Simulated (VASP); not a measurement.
# Sb in VASP: density of states with PBEsol

Aim: the density of states of Sb with PBEsol.

Program: VASP 6.6.1. These are calculated values, not measurements. Logs are shortened: lines on timing, memory, paths and dates and some standing lists are left out, and cuts for length are marked.

### Step 1. The cell of the first run

The cell holds a slab with vacuum, 3 atoms: a = 3.334 Å, b = 3.334 Å, c = 20.715 Å, α = 90.00°, β = 90.00°, γ = 90.00°.

### Step 2. Density of states, PBEsol

File POSCAR:

```
Sb
1.0
    3.3338465369      0.0000000000      0.0000000000
    0.0000000000      3.3338465369      0.0000000000
    0.0000000000      0.0000000000     20.7148000000
Sb
3
Direct
    0.0000000000      0.0000000000      0.3861980085
    0.5000000000      0.5000000000      0.5000000000
    0.0000000000      0.0000000000      0.6138019915
```

File INCAR.step1:

```
SYSTEM = Sb
PREC = Accurate
ENCUT = 520
EDIFF = 1E-6
ISMEAR = -1
SIGMA = 0.1
LREAL = .FALSE.
LASPH = .TRUE.
NELM = 100
ALGO = Normal
ISIF = 2
LWAVE = .FALSE.
LCHARG = .TRUE.
LDIPOL = .TRUE.
IDIPOL = 3
DIPOL = 0.5 0.5 0.500
GGA = PS
NBANDS = 14
```

File KPOINTS.step1:

```
Automatic mesh
0
G
  11 11 1
  0 0 0
```

File INCAR.step2:

```
SYSTEM = Sb
PREC = Accurate
ENCUT = 520
EDIFF = 1E-6
ISMEAR = -5
SIGMA = 0.1
LREAL = .FALSE.
LASPH = .TRUE.
NELM = 100
ALGO = Normal
ISIF = 2
LWAVE = .FALSE.
LCHARG = .FALSE.
LDIPOL = .TRUE.
IDIPOL = 3
DIPOL = 0.5 0.5 0.500
GGA = PS
LORBIT = 11
NEDOS = 1001
ICHARG = 11
```

File KPOINTS.step2:

```
Automatic mesh
0
G
  17 17 1
  0 0 0
```

Potentials or basis: VASP PAW PBE potentials, release 64 (Sb).

The run is started by

```console
$ cat potpaw_PBE.64/Sb/POTCAR > POTCAR
$ cp INCAR.step1 INCAR
$ cp KPOINTS.step1 KPOINTS
$ mpirun -np 1 vasp_std > vasp.out
$ cp INCAR.step2 INCAR
$ cp KPOINTS.step2 KPOINTS
$ mpirun -np 1 vasp_std > vasp.out
```

OUTCAR:

```text
SYSTEM = Sb
   PREC = Accurate
   ENCUT = 520
   EDIFF = 1E-6
   ISMEAR = -5
   LREAL = .FALSE.
   LASPH = .TRUE.
   NELM = 100
   ISIF = 2
   GGA = PS
   LORBIT = 11
   ICHARG = 11

 ion  position               nearest neighbor table
   1  0.000  0.000  0.386-   2 3.33   2 3.33   2 3.33   2 3.33
   2  0.500  0.500  0.500-   1 3.33   3 3.33   1 3.33   3 3.33   1 3.33   3 3.33   1 3.33   3 3.33

   3  0.000  0.000  0.614-   2 3.33   2 3.33   2 3.33   2 3.33

  LATTYP: Found a simple tetragonal cell.
 ALAT       =     3.3338465369
 C/A-ratio  =     6.2134833655

  Lattice vectors:

 A1 = (   3.3338465369,   0.0000000000,   0.0000000000)
 A2 = (   0.0000000000,   3.3338465369,   0.0000000000)
 A3 = (   0.0000000000,   0.0000000000,  20.7148000000)

Analysis of symmetry for initial positions (statically):
=====================================================================
 Subroutine PRICEL returns:
 Original cell was already a primitive cell.

 Routine SETGRP: Setting up the symmetry group for a
 simple tetragonal supercell.

 Subroutine GETGRP returns: Found 16 space group operations
 (whereof 16 operations were pure point group operations)
 out of a pool of 16 trial point group operations.

The static configuration has the point symmetry D_4h.

Analysis of symmetry for dynamics (positions and initial velocities):
=====================================================================
 Subroutine PRICEL returns:
 Original cell was already a primitive cell.

 Routine SETGRP: Setting up the symmetry group for a
 simple tetragonal supercell.

 Subroutine GETGRP returns: Found 16 space group operations
 (whereof 16 operations were pure point group operations)
 out of a pool of 16 trial point group operations.

The dynamic configuration has the point symmetry D_4h.

 Subroutine INISYM returns: Found 16 space group operations
 (whereof 16 operations are pure point group operations),
 and found     1 'primitive' translations

----------------------------------------------------------------------------------------

                                     Primitive cell

  volume of cell :     230.2353

  direct lattice vectors                    reciprocal lattice vectors
     3.333846537  0.000000000  0.000000000     0.299953819  0.000000000  0.000000000
     0.000000000  3.333846537  0.000000000     0.000000000  0.299953819  0.000000000
     0.000000000  0.000000000 20.714800000     0.000000000  0.000000000  0.048274664

  length of vectors
     3.333846537  3.333846537 20.714800000     0.299953819  0.299953819  0.048274664

  position of ions in fractional coordinates (direct lattice)
     0.000000000  0.000000000  0.386198009
     0.500000000  0.500000000  0.500000000
     0.000000000  0.000000000  0.613801991

  ion indices of the primitive-cell ions
   primitive index   ion index
                 1           1
                 2           2
                 3           3

----------------------------------------------------------------------------------------

 KPOINTS: Automatic mesh

Automatic generation of k-mesh.
 Grid dimensions read from file:
 generate k-points for:   17   17    1

 Generating k-lattice:

  Cartesian coordinates                     Fractional coordinates (reciprocal lattice)
     0.017644342  0.000000000  0.000000000     0.058823529  0.000000000  0.000000000
     0.000000000  0.017644342  0.000000000     0.000000000  0.058823529  0.000000000
     0.000000000  0.000000000  0.048274664     0.000000000  0.000000000  1.000000000

  Length of vectors
     0.017644342  0.017644342  0.048274664

  Shift w.r.t. Gamma in fractional coordinates (k-lattice)
     0.000000000  0.000000000  0.000000000

 TETIRR: Found    415 inequivalent tetrahedra from     1734

 Subroutine IBZKPT returns following result:
 ===========================================

 Found     45 irreducible k-points:

 Following reciprocal coordinates:
            Coordinates               Weight
  0.000000  0.000000  0.000000      1.000000
  0.058824  0.000000  0.000000      4.000000
  0.117647  0.000000  0.000000      4.000000
  0.176471  0.000000  0.000000      4.000000
  0.235294  0.000000  0.000000      4.000000
  0.294118  0.000000  0.000000      4.000000
[... 16 lines left out ...]
  0.411765  0.117647  0.000000      8.000000
  0.470588  0.117647  0.000000      8.000000
 [... further k-points ...]
   k-points           NKPTS =     45   k-points in BZ     NKDIM =     45   number of bands    NBANDS=     11
   number of dos      NEDOS =   1001   number of ions     NIONS =      3
   total plane-waves  NPLWV = 125440
   dimension x,y,z NGX =    28 NGY =   28 NGZ =  160
   dimension x,y,z NGXF=    56 NGYF=   56 NGZF=  320
   ions per type =               3
   NGX,Y,Z   is equivalent  to a cutoff of  13.96, 13.96, 12.84 a.u.
   NGXF,Y,Z  is equivalent  to a cutoff of  27.93, 27.93, 25.68 a.u.
 SYSTEM =  Sb
   PREC   = accura    normal or accurate (medium, high low for compatibility)
   ISTART =      0    job   : 0-new  1-cont  2-samecut
   ICHARG =     11    charge: 1-file 2-atom 10-const
   ISPIN  =      1    spin polarized calculation?
   LNONCOLLINEAR =      F non collinear calculations
   LSORBIT =      F    spin-orbit coupling
   LASPH  =      T    aspherical Exc in radial PAW
   ENCUT  =  520.0 eV  38.22 Ry    6.18 a.u.   6.20  6.20 38.52*2*pi/ulx,y,z
   NELM   =    100;   NELMIN=  2; NELMDL=  0     # of ELM steps
   EDIFF  = 0.1E-05   stopping-criterion for ELM
   LREAL  =      F    real-space projection
   EDIFFG = 0.1E-04   stopping-criterion for IOM
   NSW    =      0    number of steps for IOM
   IBRION =     -1    ionic relax: 0-MD 1-quasi-New 2-CG
   NFREE  =      0    steps in history (QN), initial steepest desc. (CG)
   ISIF   =      2    stress and relaxation
   ISYM   =      2    0-nonsym 1-usesym 2-fastsym
   POTIM  = 0.5000    time-step for ionic-motion
   TEBEG  =    0.0;   TEEND  =   0.0 temperature during run
   PSTRESS=    0.0 pullay stress
   NELECT =      15.0000    total number of electrons
   NUPDOWN=      -1.0000    fix difference up-down
   EMIN   =  10.00;   EMAX   =-10.00  energy-range for DOS
   EFERMI =   0.00;   METHOD = LEGACY
   ISMEAR =    -5;   SIGMA  =   0.10  broadening in eV -4-tet -1-fermi 0-gaus
   EFERMI_NEDOS =   21; number of points for ismear=-14 and -15
   IALGO  =     38    algorithm
   IMIX   =      4    mixing-type and parameters
     AMIX     =   0.40;   BMIX     =  1.00
     AMIX_MAG =   1.60;   BMIX_MAG =  1.00
  volume/ion in A,a.u.               =      76.75       517.90
  Fermi-wavevector in a.u.,A,eV,Ry     =   0.658741  1.244840  5.904106  0.433940
  Thomas-Fermi vector in A             =   1.730658
   LORBIT       =     11    0 simple, 1 ext, 2 COOP (PROOUT), +10 PAW based schemes
   GGA     = PS    functional components
   LHFCALC =     F    Hartree Fock is set to
   AEXX    =    0.0000 exact exchange contribution
   IVDW    =     0    specifies the selected vdW correction
   LEPSILON=     F    determine dielectric tensor
   LRPA    =     F    only Hartree local field effects (RPA)
 non-spin polarized calculation
 Fermi weights with tetrahedron method with Bloechl corrections
  energy-cutoff  :      520.00
  volume of cell :      230.24
 maximum number of plane-waves:      6250
 NGX is ok and might be reduce to    28

 number of electron      15.0000001 magnetization

 dipolmoment           0.000000      0.000000     -0.000000 electrons x Angstroem

 Free energy of the ion-electron system (eV)
  ---------------------------------------------------
  ext. energy  EPLUGINS =         0.00000000
  ---------------------------------------------------
  free energy    TOTEN  =       -12.34855367 eV

  energy without entropy =      -12.34855367  energy(sigma->0) =      -12.34855367

 E-fermi :   0.0597     XC(G=0):  -4.3631

 val. band max:        0.0663734275   @ k =   0.2353   0.0000   0.0000
 cond. band min:       0.0188298725   @ k =   0.4706   0.4706   0.0000
 fundamental gap:     -0.0475435550
 Fermi energy:         0.0597416411

 k-point     1 :       0.0000    0.0000    0.0000
  band No.  band energies     occupation
      1     -12.4912      2.00000
      2     -10.7713      2.00000
      3      -8.6436      2.00000
      4      -3.6284      2.00000
      5      -0.5246      2.00000
      6       1.0796      0.00000
      7       1.0796      0.00000
      8       2.6282      0.00000
      9       2.8233      0.00000
     10       2.8233      0.00000
     11       4.0317      0.00000

 k-point     2 :       0.0588    0.0000    0.0000
  band No.  band energies     occupation
      1     -12.4450      2.00000
      2     -10.7282      2.00000
      3      -8.6129      2.00000
      4      -3.5872      2.00000
      5      -0.6201      2.00000
      6       0.7297      0.00000
      7       1.1256      0.00000
      8       1.9839      0.00000
      9       2.8618      0.00000
     10       3.0120      0.00000
     11       4.0457      0.00000
[... 295 lines left out ...]
 k-point    24 :       0.4706    0.1176    0.0000
  band No.  band energies     occupation
      1      -9.5864      2.00000
      2      -8.8715      2.00000
      3      -8.5916      2.00000
      4      -4.7925      2.00000
      5      -4.2758      2.00000
      6      -2.7947      2.00000
      7      -0.6499      2.00000
      8       1.0146      0.00000
      9       1.6084      0.00000
     10       2.2137      0.00000
     11       2.9025      0.00000

 [... further k-points ...]

------------------------ aborting loop because EDIFF is reached ----------------------------------------

 vacuum level on the upper side and lower side of the slab       (xc-potential included)        -0.092        -0.092

  FORCE on cell =-STRESS in cart. coord.  units (eV):
  Direction    XX          YY          ZZ          XY          YZ          ZX
  --------------------------------------------------------------------------------------
  -------------------------------------------------------------------------------------
  Total       -2.8634233     -2.8634233     -0.9823399      0.0000000      0.0000000      0.0000000
  in kB      -19.9261860    -19.9261860     -6.8359744      0.0000000      0.0000000      0.0000000
  external PRESSURE =     -15.5627821 kB  Pullay stress =       0.0000000 kB

 VOLUME and BASIS-vectors are now :
 -----------------------------------------------------------------------------
  energy-cutoff  :      520.00
  volume of cell :      230.24
      direct lattice vectors                 reciprocal lattice vectors
     3.333846537  0.000000000  0.000000000     0.299953819  0.000000000  0.000000000
     0.000000000  3.333846537  0.000000000     0.000000000  0.299953819  0.000000000
     0.000000000  0.000000000 20.714800000     0.000000000  0.000000000  0.048274664

 POSITION                                       TOTAL-FORCE (eV/Angst)
 -----------------------------------------------------------------------------------
      0.00000      0.00000      8.00001         0.000000     -0.000000      0.223157
      1.66692      1.66692     10.35740         0.000000      0.000000     -0.000000
      0.00000      0.00000     12.71479         0.000000      0.000000     -0.223157
 -----------------------------------------------------------------------------------
    total drift:                                0.000000     -0.000000      0.000000

  FREE ENERGIE OF THE ION-ELECTRON SYSTEM (eV)
  ---------------------------------------------------
  free  energy   TOTEN  =       -12.3485536683 eV

  energy  without entropy=      -12.3485536683  energy(sigma->0) =      -12.34855367

 vacuum level on the upper side and lower side of the slab         4.371         4.371

 total charge

# of ion       s       p       d       tot
------------------------------------------
    1        1.239   1.055   0.025   2.320
    2        1.275   0.996   0.047   2.318
    3        1.239   1.055   0.025   2.320
--------------------------------------------------
tot          3.754   3.106   0.097   6.957
```

Run time: 1.9 min. Hardware: 1 thread of Intel Xeon Platinum 8559C (Emerald Rapids), shared host; peak memory 0.36 GiB.

What came out:

```yaml
Valence_electrons_inside_the_program's_atomic_spheres: Sb 2.32
```

Caveat: the bands computed are all filled at some k points, so no gap is given; the PAW data sets were made with another functional, which shifts forces and pressure a little; spin-orbit coupling is left out, which moves the levels of the heavy elements.
